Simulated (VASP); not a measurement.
PtSe2 (Sudovikovite), 3 atoms in the cell. Symmetry: P-3m1, No. 164, trigonal system. The conventional cell has a = 3.773 Å, b = 3.773 Å, c = 5.129 Å, α = 90.00°, β = 90.00°, γ = 120.00°. Pt (site symmetry -3m) has 6 Se at 2.53 Å within 3.3 Å. Within 3.3 Å of Se (site symmetry 3m) lie 3 Pt at 2.53 Å. 

| Property | Result |
| --- | --- |
| Program | VASP 6.6.1 |
| Task | single point |
| Functional | PBEsol |
| Potentials or basis | VASP PAW PBE potentials, release 64 (Pt, Se) |
| Cutoff | 520 eV |
| k mesh | 8 × 8 × 5 |
| Occupations | fermi-dirac, width 0.05 eV |
| Spin | no spin polarisation |
| Dipole correction | no |
| Further INCAR settings | ALGO = Normal; EDIFF = 1e-06; NBANDS = 18 |

Potentials or basis: VASP PAW PBE potentials, release 64 (Pt, Se).

Launch:

```console
$ cat potpaw_PBE.64/Pt/POTCAR potpaw_PBE.64/Se/POTCAR > POTCAR
$ mpirun -np 1 vasp_std > vasp.out
```

Hardware: 1 thread of Intel(R) Xeon(R) Platinum 8488C (Sapphire Rapids), with other jobs on the host.

Question: How long does it take, and how much memory?

Answer: Wall time 33 s on 1 thread of Intel(R) Xeon(R) Platinum 8488C (Sapphire Rapids) (shared host), peak memory 0.2 GiB. Counts: scf iterations 12, k points 40.
